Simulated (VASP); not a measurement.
Here is a VASP 6.6.1 calculation.

INCAR

```
ALGO     = Normal         # electronic algorithm
EDIFF    = 1E-8           # SCF threshold, eV
ENCUT    = 520            # plane-wave cutoff, eV
GGA      = PE             # functional
ISIF     = 2              # what is computed and relaxed
ISMEAR   = -1             # smearing method
LASPH    = True           # aspherical terms in the spheres
LCHARG   = False          # write CHGCAR
LEFG     = True         
LREAL    = False          # projectors in reciprocal space
LWAVE    = False          # write WAVECAR
NBANDS   = 21             # bands
NELM     = 80             # most SCF steps
PREC     = Accurate       # precision mode
SIGMA    = 0.03           # smearing width, eV
```

Contents of KPOINTS:

```
k-points
0
Gamma
  9 9 9
```

POSCAR

```
Sn
1.0
    0.0000000000      3.3105120000      3.2456000000
    3.3105120000      0.0000000000      3.2456000000
    3.3105120000      3.3105120000      0.0000000000
Sn
2
Direct
    0.5000000000      0.5000000000      0.5000000000
    0.7500000000      0.7500000000      0.7500000000
```

Potentials or basis: VASP PAW PBE potentials, release 64 (Sn_d).

The run is started by

```bash
$ cat potpaw_PBE.64/Sn_d/POTCAR > POTCAR
$ mpirun -np 1 vasp_std > vasp.out
```

Q: Predict the pressure.

A: 1.3 GPa.

Q: Estimate the band gap on the k mesh.

A: Zero (bands 14 and 15 overlap by 0.11 eV).

Electric field gradients, principal values (V/Å²):
```
atom   least  middle  greatest (by size)
1 Sn  -1.627  -1.629               3.255
2 Sn  -1.627  -1.629               3.255
```

Caveat: the cell differs from its parent crystal (x and y stretched by +2 %, z held); without QUAD_EFG the Cq values of the log hold for a quadrupole moment of 1 mb, not for the nuclei; spin-orbit coupling is left out, which moves the levels of the heavy elements.
